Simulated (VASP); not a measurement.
# Ge14H7N in VASP: notebook

The runs below take Ge14H7N through single point, with PBE+D3(BJ).

Everything below comes from runs of VASP 6.6.1. Logs are shortened: lines on timing, memory, paths and dates and some standing lists are left out, and cuts for length are marked.

## Step 1: The cell of the first run

The cell holds a slab with vacuum, 22 atoms: a = 8.060 Å, b = 4.030 Å, c = 28.943 Å, α = 90.00°, β = 90.00°, γ = 90.00°.

## Step 2: Single point, PBE+D3(BJ)

INCAR reads:

```
ALGO = Normal
DIPOL = 0.5 0.5 0.477
EDIFF = 1E-6
ENCUT = 520
GGA = PE
IDIPOL = 3
ISIF = 2
ISMEAR = 0
IVDW = 12
KPAR = 4
LASPH = True
LCHARG = False
LDIPOL = True
LREAL = Auto
LWAVE = False
NBANDS = 121
NELM = 100
PREC = Accurate
SIGMA = 0.1
```

KPOINTS reads:

```
k-points
0
Gamma
  4 7 1
```

POSCAR reads:

```
Ge14H7N
1.0
    8.0601565460      0.0000000000      0.0000000000
    0.0000000000      4.0300782730      0.0000000000
    0.0000000000      0.0000000000     28.9434777519
H Ge N
7 14 1
Direct
    0.2500000000      0.1798895921      0.2936758351
    0.2500000000      0.8201104079      0.2936758351
    0.7500000000      0.8201104079      0.2936758351
    0.7500000000      0.1798895921      0.2936758351
   -0.3487308130     -0.0228355938      0.6631141933
   -0.4714169536      0.2858392864      0.6785991912
   -0.5088342329     -0.0909160642      0.6988376450
    0.2500000000      0.5000000000      0.3251956134
    0.7500000000      0.5000000000      0.3251956134
    0.5000000000      0.5000000000      0.3744242462
    0.0000000000      0.5000000000      0.3744242462
    0.5000000000      0.0000000000      0.4236528790
    0.0000000000      0.0000000000      0.4236528790
    0.7502950519     -0.0003510574      0.4751053474
    0.2494588507      0.0030396314      0.4708466105
    0.7613504479      0.4992686712      0.5261749131
    0.2393750598      0.5032735196      0.5182337365
    0.0157079468      0.4993585007      0.5767944294
    0.4892248877      0.4884359348      0.5687753695
    0.0614092525     -0.0007843805      0.6297740660
    0.3703167254     -0.0120281207      0.6065716776
   -0.4694381662      0.0391014355      0.6705483778
```

Potentials or basis: VASP PAW PBE potentials, release 64 (H, Ge_d, N).

On the command line:

```
cat potpaw_PBE.64/H/POTCAR potpaw_PBE.64/Ge_d/POTCAR potpaw_PBE.64/N/POTCAR > POTCAR
mpirun -np 4 vasp_std > vasp.out
```

OUTCAR:

```text
EDIFF = 1E-6
   ENCUT = 520
   GGA = PE
   ISIF = 2
   ISMEAR = 0
   IVDW = 12
   LASPH = True
   LREAL = Auto
   NELM = 100
   PREC = Accurate
 IVDW          = 12

 ion  position               nearest neighbor table
   1  0.250  0.180  0.294-   8 1.58
   2  0.250  0.820  0.294-   8 1.58
   3  0.750  0.820  0.294-   9 1.58
   4  0.750  0.180  0.294-   9 1.58
   5  0.651  0.977  0.663-  22 1.03
   6  0.529  0.286  0.679-  22 1.02
   7  0.491  0.909  0.699-  22 1.02
   8  0.250  0.500  0.325-   1 1.58   2 1.58  10 2.47  11 2.47
   9  0.750  0.500  0.325-   3 1.58   4 1.58  10 2.47  11 2.47
  10  0.500  0.500  0.374-   8 2.47   9 2.47  12 2.47  12 2.47
  11  0.000  0.500  0.374-   8 2.47   9 2.47  13 2.47  13 2.47
  12  0.500  0.000  0.424-  15 2.44  10 2.47  10 2.47  14 2.51
  13  0.000  0.000  0.424-  15 2.43  11 2.47  11 2.47  14 2.50
  14  0.750  1.000  0.475-  16 2.50  16 2.50  13 2.50  12 2.51
  15  0.249  0.003  0.471-  13 2.43  12 2.44  17 2.44  17 2.44
  16  0.761  0.499  0.526-  14 2.50  14 2.50  19 2.52  18 2.52
  17  0.239  0.503  0.518-  15 2.44  15 2.44  18 2.47  19 2.49
  18  0.016  0.499  0.577-  17 2.47  16 2.52  20 2.56  20 2.56
  19  0.489  0.488  0.569-  21 2.48  21 2.49  17 2.49  16 2.52
  20  0.061  0.999  0.630-  18 2.56  18 2.56  21 2.58
  21  0.370  0.988  0.607-  22 2.27  19 2.48  19 2.49  20 2.58
  22  0.531  0.039  0.671-   6 1.02   7 1.02   5 1.03  21 2.27

  LATTYP: Found a simple orthorhombic cell.
 ALAT       =     4.0300782730
 B/A-ratio  =     2.0000000000
 C/A-ratio  =     7.1818649146

  Lattice vectors:

 A1 = (   0.0000000000,  -4.0300782730,   0.0000000000)
 A2 = (   8.0601565460,   0.0000000000,   0.0000000000)
 A3 = (   0.0000000000,   0.0000000000,  28.9434777519)

Analysis of symmetry for initial positions (statically):
=====================================================================
 Subroutine PRICEL returns:
 Original cell was already a primitive cell.

 Routine SETGRP: Setting up the symmetry group for a
 simple orthorhombic supercell.

 Subroutine GETGRP returns: Found  1 space group operations
 (whereof  1 operations were pure point group operations)
 out of a pool of  8 trial point group operations.

The static configuration has the point symmetry C_1 .

Analysis of symmetry for dynamics (positions and initial velocities):
=====================================================================
 Subroutine PRICEL returns:
 Original cell was already a primitive cell.

 Routine SETGRP: Setting up the symmetry group for a
 simple orthorhombic supercell.

 Subroutine GETGRP returns: Found  1 space group operations
 (whereof  1 operations were pure point group operations)
 out of a pool of  8 trial point group operations.

The dynamic configuration has the point symmetry C_1 .

 Subroutine INISYM returns: Found  1 space group operations
 (whereof  1 operations are pure point group operations),
 and found     1 'primitive' translations

----------------------------------------------------------------------------------------

                                     Primitive cell

  volume of cell :     940.1728

  direct lattice vectors                    reciprocal lattice vectors
     8.060156546  0.000000000  0.000000000     0.124067069  0.000000000  0.000000000
     0.000000000  4.030078273  0.000000000     0.000000000  0.248134138  0.000000000
     0.000000000  0.000000000 28.943477752     0.000000000  0.000000000  0.034550098

  length of vectors
     8.060156546  4.030078273 28.943477752     0.124067069  0.248134138  0.034550098

  position of ions in fractional coordinates (direct lattice)
     0.250000000  0.179889592  0.293675835
     0.250000000  0.820110408  0.293675835
     0.750000000  0.820110408  0.293675835
     0.750000000  0.179889592  0.293675835
     0.651269187  0.977164406  0.663114193
     0.528583046  0.285839286  0.678599191
[... 14 lines left out ...]
     0.370316725  0.987971879  0.606571678
     0.530561834  0.039101436  0.670548378

  ion indices of the primitive-cell ions
   primitive index   ion index
                 1           1
                 2           2
                 3           3
                 4           4
                 5           5
                 6           6
[... 14 lines left out ...]
                21          21
                22          22

----------------------------------------------------------------------------------------

 KPOINTS: k-points

Automatic generation of k-mesh.
 Grid dimensions read from file:
 generate k-points for:    4    7    1

 Generating k-lattice:

  Cartesian coordinates                     Fractional coordinates (reciprocal lattice)
     0.031016767  0.000000000  0.000000000     0.250000000  0.000000000  0.000000000
     0.000000000  0.035447734  0.000000000     0.000000000  0.142857143  0.000000000
     0.000000000  0.000000000  0.034550098     0.000000000  0.000000000  1.000000000

  Length of vectors
     0.031016767  0.035447734  0.034550098

  Shift w.r.t. Gamma in fractional coordinates (k-lattice)
     0.000000000  0.000000000  0.000000000

 Subroutine IBZKPT returns following result:
 ===========================================

 Found     15 irreducible k-points:

 Following reciprocal coordinates:
            Coordinates               Weight
  0.000000  0.000000  0.000000      1.000000
  0.250000  0.000000  0.000000      2.000000
  0.500000  0.000000  0.000000      1.000000
  0.000000  0.142857  0.000000      2.000000
  0.250000  0.142857  0.000000      2.000000
 -0.250000  0.142857  0.000000      2.000000
  0.500000  0.142857  0.000000      2.000000
  0.000000  0.285714  0.000000      2.000000
  0.250000  0.285714  0.000000      2.000000
 -0.250000  0.285714  0.000000      2.000000
  0.500000  0.285714  0.000000      2.000000
  0.000000  0.428571  0.000000      2.000000
  0.250000  0.428571  0.000000      2.000000
 -0.250000  0.428571  0.000000      2.000000
  0.500000  0.428571  0.000000      2.000000
   k-points           NKPTS =     15   k-points in BZ     NKDIM =     15   number of bands    NBANDS=    121
   number of dos      NEDOS =    301   number of ions     NIONS =     22
   total plane-waves  NPLWV = 388800
   dimension x,y,z NGX =    60 NGY =   30 NGZ =  216
   dimension x,y,z NGXF=   120 NGYF=   60 NGZF=  432
   ions per type =               7  14   1
   NGX,Y,Z   is equivalent  to a cutoff of  12.38, 12.38, 12.41 a.u.
   NGXF,Y,Z  is equivalent  to a cutoff of  24.75, 24.75, 24.81 a.u.
 SYSTEM =  unknown system
   PREC   = accura    normal or accurate (medium, high low for compatibility)
   ISTART =      0    job   : 0-new  1-cont  2-samecut
   ICHARG =      2    charge: 1-file 2-atom 10-const
   ISPIN  =      1    spin polarized calculation?
   LNONCOLLINEAR =      F non collinear calculations
   LSORBIT =      F    spin-orbit coupling
   LASPH  =      T    aspherical Exc in radial PAW
   ENCUT  =  520.0 eV  38.22 Ry    6.18 a.u.  14.99  7.49 53.82*2*pi/ulx,y,z
   NELM   =    100;   NELMIN=  2; NELMDL= -5     # of ELM steps
   EDIFF  = 0.1E-05   stopping-criterion for ELM
   LREAL  =      T    real-space projection
   EDIFFG = 0.1E-04   stopping-criterion for IOM
   NSW    =      0    number of steps for IOM
   IBRION =     -1    ionic relax: 0-MD 1-quasi-New 2-CG
   NFREE  =      0    steps in history (QN), initial steepest desc. (CG)
   ISIF   =      2    stress and relaxation
   ISYM   =      2    0-nonsym 1-usesym 2-fastsym
   POTIM  = 0.5000    time-step for ionic-motion
   TEBEG  =    0.0;   TEEND  =   0.0 temperature during run
   PSTRESS=    0.0 pullay stress
   NELECT =     208.0000    total number of electrons
   NUPDOWN=      -1.0000    fix difference up-down
   EMIN   =  10.00;   EMAX   =-10.00  energy-range for DOS
   EFERMI =   0.00;   METHOD = LEGACY
   ISMEAR =     0;   SIGMA  =   0.10  broadening in eV -4-tet -1-fermi 0-gaus
   EFERMI_NEDOS =   21; number of points for ismear=-14 and -15
   IALGO  =     38    algorithm
   IMIX   =      4    mixing-type and parameters
     AMIX     =   0.40;   BMIX     =  1.00
     AMIX_MAG =   1.60;   BMIX_MAG =  1.00
  volume/ion in A,a.u.               =      42.74       288.39
  Fermi-wavevector in a.u.,A,eV,Ry     =   0.990133  1.871079 13.338644  0.980363
  Thomas-Fermi vector in A             =   2.121781
   LORBIT       =      0    0 simple, 1 ext, 2 COOP (PROOUT), +10 PAW based schemes
   GGA     = PE    functional components
   LHFCALC =     F    Hartree Fock is set to
   AEXX    =    0.0000 exact exchange contribution
   IVDW    =    12    specifies the selected vdW correction
   LEPSILON=     F    determine dielectric tensor
   LRPA    =     F    only Hartree local field effects (RPA)
 non-spin polarized calculation
 Gauss-broadening in eV      SIGMA  =   0.10
  energy-cutoff  :      520.00
  volume of cell :      940.17
 maximum number of plane-waves:     25390
   NGX = 29   NGY = 15   NGZ =107

 dipolmoment           0.000000      0.000000      0.000011 electrons x Angstroem

 number of electron     207.9999817 magnetization

 dipolmoment           0.000000      0.000000     -0.337484 electrons x Angstroem

 Free energy of the ion-electron system (eV)
  ---------------------------------------------------
  ext. energy  EPLUGINS =         0.00000000
  ---------------------------------------------------
  free energy    TOTEN  =       -93.73368235 eV

  energy without entropy =      -93.73329525  energy(sigma->0) =      -93.73348880

 E-fermi :  -0.4425     XC(G=0):  -4.3272

 val. band max:       -0.6011347839   @ k =   0.5000   0.0000   0.0000
 cond. band min:      -0.2883832695   @ k =   0.5000   0.0000   0.0000
 fundamental gap:      0.3127515145
 Fermi energy:        -0.4425336138

 k-point     1 :       0.0000    0.0000    0.0000
  band No.  band energies     occupation
      1     -25.5767      2.00000
      2     -25.5330      2.00000
      3     -25.5060      2.00000
      4     -25.4144      2.00000
      5     -25.3938      2.00000
      6     -25.1553      2.00000
[... 108 lines left out ...]
    115       2.0883      0.00000
    116       2.3146      0.00000
[... 1664 lines left out ...]
    115       2.8277      0.00000
    116       3.0188      0.00000
 [bands above 116 left out]

------------------------ aborting loop because EDIFF is reached ----------------------------------------

 vacuum level on the upper side and lower side of the slab       (xc-potential included)        -1.021         0.812

 Edisp (eV)   -3.60109

 E8    (eV) :    -1.5865

  FORCE on cell =-STRESS in cart. coord.  units (eV):
  Direction    XX          YY          ZZ          XY          YZ          ZX
  --------------------------------------------------------------------------------------
  -------------------------------------------------------------------------------------
  Total      -3.94332     2.29255    -1.50601    -0.12588     0.00952    -0.02349
  in kB      -6.71994     3.90681    -2.56643    -0.21452     0.01622    -0.04003
  external pressure =       -1.79 kB  Pullay stress =        0.00 kB

 VOLUME and BASIS-vectors are now :
 -----------------------------------------------------------------------------
  energy-cutoff  :      520.00
  volume of cell :      940.17
      direct lattice vectors                 reciprocal lattice vectors
     8.060156546  0.000000000  0.000000000     0.124067069  0.000000000  0.000000000
     0.000000000  4.030078273  0.000000000     0.000000000  0.248134138  0.000000000
     0.000000000  0.000000000 28.943477752     0.000000000  0.000000000  0.034550098

 POSITION                                       TOTAL-FORCE (eV/Angst)
 -----------------------------------------------------------------------------------
      2.01504      0.72497      8.50000         0.002237      0.553238      0.204568
      2.01504      3.30511      8.50000         0.001771     -0.553183      0.205541
      6.04512      3.30511      8.50000        -0.003921     -0.566403      0.200381
      6.04512      0.72497      8.50000        -0.002857      0.565394      0.201256
      5.24933      3.93805     19.19283        -0.013664     -0.007229     -0.017341
      4.26046      1.15195     19.64102        -0.016762      0.001709     -0.012406
[... 14 lines left out ...]
      2.98481      3.98160     17.55629         0.006715      0.001021      0.002918
      4.27641      0.15758     19.40800         0.044860      0.007536      0.045086
 -----------------------------------------------------------------------------------
    total drift:                               -0.001061      0.004166      0.000729

  FREE ENERGIE OF THE ION-ELECTRON SYSTEM (eV)
  ---------------------------------------------------
  free  energy   TOTEN  =       -97.3347726009 eV

  energy  without entropy=      -97.3343854959  energy(sigma->0) =      -97.33457905

 vacuum level on the upper side and lower side of the slab         1.938         3.804
```

Run time: 28 min. Hardware: 4 MPI ranks of Intel Xeon Platinum 8259CL at 2.50GHz (Skylake/Cascade Lake), shared host; peak memory 1.5 GiB.

Results:

- Free energy: -97.3348 eV
- Largest force: 0.601 eV/Å
- Band gap on the k mesh: 0.31 eV
- Dispersion energy per atom: -0.164 eV

Forces in eV/Å, atoms in the order of the input:
```
H    0.002  0.553  0.205
H    0.002 -0.553  0.206
H   -0.004 -0.566  0.200
H   -0.003  0.565  0.201
H   -0.014 -0.007 -0.017
H   -0.017  0.002 -0.012
H   -0.014 -0.001 -0.016
Ge  -0.013 -0.002 -0.219
Ge   0.022  0.004 -0.263
Ge   0.121 -0.002 -0.130
Ge  -0.132 -0.001 -0.145
Ge   0.250 -0.001  0.021
Ge  -0.240  0.000 -0.078
Ge   0.000 -0.001  0.002
Ge  -0.004  0.002  0.000
Ge   0.003  0.000  0.000
Ge   0.001  0.001 -0.003
Ge  -0.001 -0.001 -0.003
Ge  -0.007  0.002 -0.003
Ge  -0.002 -0.001  0.008
Ge   0.007  0.001  0.003
N    0.045  0.008  0.045
```

(Part 1 of 2 ends here.)
